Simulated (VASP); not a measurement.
SnTe:

```
Sn Te
1.0
     5.10693    0.00000    0.00000
     2.55347    4.42273    0.00000
     2.55347    1.47424    4.16979
Sn Te
1 1
Direct
  0.00000 0.00000 0.00000
  0.75000 0.75000 0.75000
```

* Program: VASP 6.6.1
* Task: relaxation of volume and atoms at fixed shape
* Functional: LDA
* Potentials or basis: VASP PAW LDA potentials, release 64 (Sn_d, Te)
* Cutoff: 600 eV
* k mesh: 10 × 10 × 10
* Occupations: methfessel-paxton, width 0.02 eV
* Spin: no spin polarisation

At the start: pressure -2.1 GPa; volume 47.09 Å³/atom.

Task: Where does the relaxation end?

Result: Over 3 steps the energy falls by 28.8 meV/atom and the volume is 43.09 Å³/atom (-8.5 %); space group F-43m (No. 216, to 0.1 Å) before and after.

The path:
| step | energy change (eV) | largest force (eV/Å) | pressure (GPa) | volume (Å³) |
| --- | --- | --- | --- | --- |
| 1 | 0.0000 | 0.0000 | -2.13 | 94.18 |
| 2 | -0.0575 | 0.0000 | 0.10 | 85.89 |
| 3 | -0.0576 | 0.0000 | 0.00 | 86.18 |

Final structure:
```
CELL_PARAMETERS angstrom
4.95793 0.00000 0.00000
2.47897 4.29370 0.00000
2.47897 1.43123 4.04814
ATOMIC_POSITIONS crystal
Sn 0.00000 0.00000 0.00000
Te 0.75000 0.75000 0.75000
```
